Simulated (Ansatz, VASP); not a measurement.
TiO2: VASP beside Ansatz

```xyz
12
Lattice="6.1536 -1.8835 0.0000 6.1536 1.8835 0.0000 -1.9283 0.0000 6.3290" Properties=species:S:1:pos:R:3 pbc="T T T"
Ti   10.5189    0.0000    1.8329
Ti    1.8562    0.0000    1.7959
Ti   -0.1400    0.0000    4.4961
Ti    8.5226    0.0000    4.5330
O     3.8886    0.0000    1.8569
O     1.9846    0.0000    4.1297
O     8.7534    0.0000    6.2992
O     8.3943    0.0000    2.1993
O    10.3741    0.0000    3.9874
O     1.6255    0.0000    0.0298
O     6.4903    0.0000    4.4721
O     0.0047    0.0000    2.3416
```

Alike in both runs: functional PBE; k mesh 6 × 6 × 3; occupations fermi-dirac, width 0.05 eV; no spin polarisation.

```csv
,VASP,Ansatz
version,VASP 6.6.1,Ansatz 0.2.0
potentials or method,"VASP PAW PBE potentials, release 64 (Ti_sv, O)",Ansatz PAW
plane-wave cutoff (eV),520,420
valence electrons in the cell,96,96
task,single point,band structure
```

Ansatz gave:

```
gap on the k mesh at the Fermi level (eV)                     : 2.77
least direct gap on the mesh (eV)                             : 2.92
pressure (GPa)                                                : -1.2
traceless stress, the component that is largest in VASP (GPa) : -0.10
rms of the force components (eV/Å)                            : 0.054
```

Problem. Which values does VASP return?

Solution. gap on the k mesh at the Fermi level (eV): 2.75; least direct gap on the mesh (eV): 2.90; pressure (GPa): -0.5; traceless stress, the component that is largest in VASP (GPa): -0.03; rms of the force components (eV/Å): 0.032.

Atom by atom the forces differ by 0.024 eV/Å (rms over components). With one functional, cell and mesh, what is left measures potentials, basis and numerics.
